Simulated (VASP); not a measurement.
# Ta (Fm-3m) in VASP: notebook

Runs on Ta. Level: PBE. Tasks: single point.

All numbers are computed with VASP 6.6.1; they aren't measurements. Logs are shortened: lines on timing, memory, paths and dates and some standing lists are left out, and cuts for length are marked.

**1. The cell of the first run**

The structure is cubic, space group Fm-3m (No. 225). The conventional cell has a = 4.223 Å, b = 4.223 Å, c = 4.223 Å, α = 90.00°, β = 90.00°, γ = 90.00°. Ta (site symmetry m-3m) has 12 Ta at 2.99 Å within 3.9 Å.

**2. Single point, PBE**

File INCAR:

```
SYSTEM = Ta
ALGO     = Normal         ! electronic algorithm
EDIFF    = 1E-6           ! SCF threshold, eV
ENCUT    = 520            ! plane-wave cutoff, eV
GGA      = PE             ! functional
ISIF     = 2              ! what is computed and relaxed
ISMEAR   = -1             ! smearing method
LASPH    = .TRUE.         ! aspherical terms in the spheres
LCHARG   = .FALSE.        ! write CHGCAR
LREAL    = .FALSE.        ! projectors in reciprocal space
LWAVE    = .FALSE.        ! write WAVECAR
NBANDS   = 12             ! bands
NELM     = 60             ! most SCF steps
PREC     = Accurate       ! precision mode
SIGMA    = 0.1            ! smearing width, eV
```

File KPOINTS:

```
k-points
0
G
  13 13 13
  0 0 0
```

File POSCAR:

```
Ta
1.0
    0.0000000000      2.1115012946      2.1115012946
    2.1115012946      0.0000000000      2.1115012946
    2.1115012946      2.1115012946      0.0000000000
Ta
1
Direct
    0.0000000000      0.0000000000      0.0000000000
```

Potentials or basis: VASP PAW PBE potentials, release 64 (Ta_pv).

Launch:

```bash
cat potpaw_PBE.64/Ta_pv/POTCAR > POTCAR
mpirun -np 1 vasp_std > vasp.out
```

OUTCAR:

```text
SYSTEM = Ta
   EDIFF = 1E-6
   ENCUT = 520
   GGA = PE
   ISIF = 2
   ISMEAR = -1
   LASPH = .TRUE.
   LREAL = .FALSE.
   NELM = 60
   PREC = Accurate

 ion  position               nearest neighbor table
   1  0.000  0.000  0.000-

  LATTYP: Found a face centered cubic cell.
 ALAT       =     4.2230025892

  Lattice vectors:

 A1 = (   0.0000000000,   2.1115012946,   2.1115012946)
 A2 = (   2.1115012946,   0.0000000000,   2.1115012946)
 A3 = (   2.1115012946,   2.1115012946,   0.0000000000)

Analysis of symmetry for initial positions (statically):
=====================================================================
 Subroutine PRICEL returns:
 Original cell was already a primitive cell.

 Routine SETGRP: Setting up the symmetry group for a
 face centered cubic supercell.

 Subroutine GETGRP returns: Found 48 space group operations
 (whereof 48 operations were pure point group operations)
 out of a pool of 48 trial point group operations.

The static configuration has the point symmetry O_h .

Analysis of symmetry for dynamics (positions and initial velocities):
=====================================================================
 Subroutine PRICEL returns:
 Original cell was already a primitive cell.

 Routine SETGRP: Setting up the symmetry group for a
 face centered cubic supercell.

 Subroutine GETGRP returns: Found 48 space group operations
 (whereof 48 operations were pure point group operations)
 out of a pool of 48 trial point group operations.

The dynamic configuration has the point symmetry O_h .

 Subroutine INISYM returns: Found 48 space group operations
 (whereof 48 operations are pure point group operations),
 and found     1 'primitive' translations

----------------------------------------------------------------------------------------

                                     Primitive cell

  volume of cell :      18.8280

  direct lattice vectors                    reciprocal lattice vectors
     0.000000000  2.111501295  2.111501295    -0.236798339  0.236798339  0.236798339
     2.111501295  0.000000000  2.111501295     0.236798339 -0.236798339  0.236798339
     2.111501295  2.111501295  0.000000000     0.236798339  0.236798339 -0.236798339

  length of vectors
     2.986113768  2.986113768  2.986113768     0.410146755  0.410146755  0.410146755

  position of ions in fractional coordinates (direct lattice)
     0.000000000  0.000000000  0.000000000

  ion indices of the primitive-cell ions
   primitive index   ion index
                 1           1

----------------------------------------------------------------------------------------

 KPOINTS: k-points

Automatic generation of k-mesh.
 Grid dimensions read from file:
 generate k-points for:   13   13   13

 Generating k-lattice:

  Cartesian coordinates                     Fractional coordinates (reciprocal lattice)
    -0.018215257  0.018215257  0.018215257     0.076923077  0.000000000  0.000000000
     0.018215257 -0.018215257  0.018215257     0.000000000  0.076923077  0.000000000
     0.018215257  0.018215257 -0.018215257     0.000000000  0.000000000  0.076923077

  Length of vectors
     0.031549750  0.031549750  0.031549750

  Shift w.r.t. Gamma in fractional coordinates (k-lattice)
     0.000000000  0.000000000  0.000000000

 Subroutine IBZKPT returns following result:
 ===========================================

 Found     84 irreducible k-points:

 Following reciprocal coordinates:
            Coordinates               Weight
  0.000000  0.000000  0.000000      1.000000
  0.076923  0.000000  0.000000      8.000000
  0.153846  0.000000  0.000000      8.000000
  0.230769  0.000000  0.000000      8.000000
  0.307692  0.000000  0.000000      8.000000
  0.384615  0.000000  0.000000      8.000000
[... 16 lines left out ...]
  0.384615  0.153846  0.000000     24.000000
  0.461538  0.153846  0.000000     24.000000
 [... further k-points ...]
   k-points           NKPTS =     84   k-points in BZ     NKDIM =     84   number of bands    NBANDS=     12
   number of dos      NEDOS =    301   number of ions     NIONS =      1
   total plane-waves  NPLWV =  13824
   dimension x,y,z NGX =    24 NGY =   24 NGZ =   24
   dimension x,y,z NGXF=    48 NGYF=   48 NGZF=   48
   ions per type =               1
   NGX,Y,Z   is equivalent  to a cutoff of  13.36, 13.36, 13.36 a.u.
   NGXF,Y,Z  is equivalent  to a cutoff of  26.72, 26.72, 26.72 a.u.
 SYSTEM =  Ta
   PREC   = accura    normal or accurate (medium, high low for compatibility)
   ISTART =      0    job   : 0-new  1-cont  2-samecut
   ICHARG =      2    charge: 1-file 2-atom 10-const
   ISPIN  =      1    spin polarized calculation?
   LNONCOLLINEAR =      F non collinear calculations
   LSORBIT =      F    spin-orbit coupling
   LASPH  =      T    aspherical Exc in radial PAW
   ENCUT  =  520.0 eV  38.22 Ry    6.18 a.u.   5.55  5.55  5.55*2*pi/ulx,y,z
   NELM   =     60;   NELMIN=  2; NELMDL= -5     # of ELM steps
   EDIFF  = 0.1E-05   stopping-criterion for ELM
   LREAL  =      F    real-space projection
   EDIFFG = 0.1E-04   stopping-criterion for IOM
   NSW    =      0    number of steps for IOM
   IBRION =     -1    ionic relax: 0-MD 1-quasi-New 2-CG
   NFREE  =      0    steps in history (QN), initial steepest desc. (CG)
   ISIF   =      2    stress and relaxation
   ISYM   =      2    0-nonsym 1-usesym 2-fastsym
   POTIM  = 0.5000    time-step for ionic-motion
   TEBEG  =    0.0;   TEEND  =   0.0 temperature during run
   PSTRESS=    0.0 pullay stress
   NELECT =      11.0000    total number of electrons
   NUPDOWN=      -1.0000    fix difference up-down
   EMIN   =  10.00;   EMAX   =-10.00  energy-range for DOS
   EFERMI =   0.00;   METHOD = LEGACY
   ISMEAR =    -1;   SIGMA  =   0.10  broadening in eV -4-tet -1-fermi 0-gaus
   EFERMI_NEDOS =   21; number of points for ismear=-14 and -15
   IALGO  =     38    algorithm
   IMIX   =      4    mixing-type and parameters
     AMIX     =   0.40;   BMIX     =  1.00
     AMIX_MAG =   1.60;   BMIX_MAG =  1.00
  volume/ion in A,a.u.               =      18.83       127.06
  Fermi-wavevector in a.u.,A,eV,Ry     =   1.368583  2.586246 25.483965  1.873019
  Thomas-Fermi vector in A             =   2.494534
   LORBIT       =      0    0 simple, 1 ext, 2 COOP (PROOUT), +10 PAW based schemes
   GGA     = PE    functional components
[... 5 lines left out ...]
 non-spin polarized calculation
  energy-cutoff  :      520.00
  volume of cell :       18.83
 maximum number of plane-waves:       532
   NGX = 11   NGY = 11   NGZ = 11

 number of electron      11.0000001 magnetization

 Free energy of the ion-electron system (eV)
  ---------------------------------------------------
  ext. energy  EPLUGINS =         0.00000000
  ---------------------------------------------------
  free energy    TOTEN  =       -11.59662426 eV

  energy without entropy =      -11.55849528  energy(sigma->0) =      -11.57755977

 E-fermi :   5.5070     XC(G=0): -12.3962

 val. band max:        5.5024144297   @ k =  -0.1538   0.2308   0.0769
 cond. band min:       5.5640371618   @ k =   0.3846   0.3077   0.0769
 fundamental gap:      0.0616227320
 Fermi energy:         5.5070365592

 k-point     1 :       0.0000    0.0000    0.0000
  band No.  band energies     occupation
      1     -28.1347      2.00000
      2     -28.1347      2.00000
      3     -28.1347      2.00000
      4      -2.6147      2.00000
      5       5.9501      0.02353
      6       5.9501      0.02353
      7       5.9501      0.02353
      8       8.9368      0.00000
      9       8.9368      0.00000
     10      17.9547      0.00000
     11      19.6278      0.00000
     12      22.8007      0.00000

 k-point     2 :       0.0769    0.0000    0.0000
  band No.  band energies     occupation
      1     -28.1963      2.00000
      2     -28.1425      2.00000
      3     -28.1425      2.00000
      4      -2.3790      2.00000
      5       5.7483      0.16447
      6       6.0608      0.00784
      7       6.0608      0.00784
      8       8.8301      0.00000
      9       8.8301      0.00000
     10      18.4451      0.00000
     11      19.6274      0.00000
     12      21.7011      0.00000

 k-point     3 :       0.1538    0.0000    0.0000
  band No.  band energies     occupation
      1     -28.3643      2.00000
      2     -28.1641      2.00000
      3     -28.1641      2.00000
      4      -1.7168      2.00000
      5       5.2859      1.80247
      6       6.3008      0.00071
      7       6.3008      0.00071
      8       8.6666      0.00000
      9       8.6666      0.00000
     10      19.3594      0.00000
     11      19.6281      0.00000
     12      20.4357      0.00000
[... 286 lines left out ...]
 k-point    23 :       0.3846    0.1538    0.0000
  band No.  band energies     occupation
      1     -28.8839      2.00000
      2     -28.3324      2.00000
      3     -28.3131      2.00000
      4       1.0734      2.00000
      5       4.1475      2.00000
      6       5.3892      1.52930
      7       6.8908      0.00000
      8       9.8306      0.00000
      9      10.8710      0.00000
     10      17.6145      0.00000
     11      19.6306      0.00000
     12      20.7363      0.00000

 k-point    24 :       0.4615    0.1538    0.0000
  band No.  band energies     occupation
      1     -29.0145      2.00000
      2     -28.3816      2.00000
      3     -28.3217      2.00000
      4       1.5324      2.00000
      5       4.4090      1.99997
      6       5.3828      1.55202
      7       6.6292      0.00003
      8      11.2485      0.00000
      9      11.3520      0.00000
     10      15.7801      0.00000
     11      19.6173      0.00000
     12      19.6831      0.00000

 [... further k-points ...]
[... 5 lines left out ...]
  --------------------------------------------------------------------------------------
  -------------------------------------------------------------------------------------
  Total        0.0051317      0.0051317      0.0051317     -0.0000000     -0.0000000      0.0000000
  in kB        0.4366814      0.4366814      0.4366814     -0.0000000     -0.0000000      0.0000000
  external PRESSURE =       0.4366814 kB  Pullay stress =       0.0000000 kB

 VOLUME and BASIS-vectors are now :
 -----------------------------------------------------------------------------
  energy-cutoff  :      520.00
  volume of cell :       18.83
      direct lattice vectors                 reciprocal lattice vectors
     0.000000000  2.111501295  2.111501295    -0.236798339  0.236798339  0.236798339
     2.111501295  0.000000000  2.111501295     0.236798339 -0.236798339  0.236798339
     2.111501295  2.111501295  0.000000000     0.236798339  0.236798339 -0.236798339

 POSITION                                       TOTAL-FORCE (eV/Angst)
 -----------------------------------------------------------------------------------
      0.00000      0.00000      0.00000         0.000000      0.000000      0.000000
 -----------------------------------------------------------------------------------
    total drift:                               -0.000000      0.000000      0.000000

  FREE ENERGIE OF THE ION-ELECTRON SYSTEM (eV)
  ---------------------------------------------------
  free  energy   TOTEN  =       -11.5966242568 eV

  energy  without entropy=      -11.5584952833  energy(sigma->0) =      -11.57755977
```

It took 9.3 s on 1 thread of Intel Xeon Platinum 8259CL at 2.50GHz (Skylake/Cascade Lake), shared host; peak memory 0.15 GiB.

What came out:

```yaml
Free_energy: -11.5966 eV
Pressure: 0.0 GPa
```

Caveat: spin-orbit coupling is left out, which moves the levels of the heavy elements.

**3. Single point, PBE (volume scaled by 0.88)**

File INCAR:

```
SYSTEM = Ta
PREC = Accurate ; ENCUT = 520
EDIFF = 1E-6 ; ISMEAR = -1
SIGMA = 0.1 ; LREAL = .FALSE.
LASPH = .TRUE. ; NELM = 100
ALGO = Normal ; ISIF = 2
LWAVE = .FALSE. ; LCHARG = .TRUE.
GGA = PE ; LELF = .TRUE.
LVHAR = .TRUE. ; NBANDS = 12
```

File KPOINTS:

```
Automatic mesh
0
G
  14 14 14
  0 0 0
```

File POSCAR:

```
Ta
1.0
    0.0000000000      2.0234178462      2.0234178462
    2.0234178462      0.0000000000      2.0234178462
    2.0234178462      2.0234178462      0.0000000000
Ta
1
Direct
    0.0000000000      0.0000000000      0.0000000000
```

Potentials or basis: VASP PAW PBE potentials, release 64 (Ta_pv).

Launch:

```bash
cat potpaw_PBE.64/Ta_pv/POTCAR > POTCAR
mpirun -np 1 vasp_std > vasp.out
```

Wall time 12 s (1 thread of Intel Xeon Platinum 8259CL at 2.50GHz (Skylake/Cascade Lake), shared host); peak memory 0.15 GiB.

The run converged. Its results:

- Free energy: -11.3935 eV
- Pressure: 31.0 GPa

Levels at points of the mesh, in eV from the Fermi level:
| k point | band 3 | band 4 | band 5 | band 6 | band 7 | band 8 |
| --- | --- | --- | --- | --- | --- | --- |
| (0.00, 0.00, 0.00) | -33.20 | -8.69 | 0.34 | 0.34 | 0.34 | 3.89 |
| (0.50, 0.00, 0.00) | -33.40 | -5.21 | 0.05 | 0.05 | 1.14 | 6.68 |
| (0.50, 0.50, 0.00) | -33.74 | -5.19 | -4.06 | 3.67 | 6.68 | 7.52 |

Caveat: spin-orbit coupling is left out, which moves the levels of the heavy elements.

**4. Single point, PBE (volume scaled by 0.92)**

File INCAR:

```
SYSTEM = Ta
ALGO = Normal
EDIFF = 1E-6
ENCUT = 520
GGA = PE
ISIF = 2
ISMEAR = -1
LASPH = .TRUE.
LCHARG = .FALSE.
LREAL = .FALSE.
LWAVE = .FALSE.
NBANDS = 12
NELM = 60
PREC = Accurate
SIGMA = 0.1
```

File KPOINTS:

```
k-points
0
G
  14 14 14
  0 0 0
```

File POSCAR:

```
Ta
1.0
    0.0000000000      2.0536225657      2.0536225657
    2.0536225657      0.0000000000      2.0536225657
    2.0536225657      2.0536225657      0.0000000000
Ta
1
Direct
    0.0000000000      0.0000000000      0.0000000000
```

Launch:

```bash
cat potpaw_PBE.64/Ta_pv/POTCAR > POTCAR
mpirun -np 1 vasp_std > vasp.out
```

It took 12 s on 1 thread of Intel Xeon Platinum 8259CL at 2.50GHz (Skylake/Cascade Lake), shared host; peak memory 0.15 GiB.

It converged, with:

| Quantity | Value |
| --- | --- |
| Free energy | -11.5096 eV |
| Pressure | 18.7 GPa |

Levels at points of the mesh, in eV from the Fermi level:
```
           k point  band 3  band 4  band 5  band 6  band 7  band 8
(0.00, 0.00, 0.00)  -33.35   -8.50    0.38    0.38    0.38    3.73
(0.50, 0.00, 0.00)  -33.53   -4.99    0.12    0.12    0.95    6.35
(0.50, 0.50, 0.00)  -33.83   -4.90   -3.79    3.36    6.34    7.13
```

Caveat: spin-orbit coupling is left out, which moves the levels of the heavy elements.

[end of part 1 of 2]
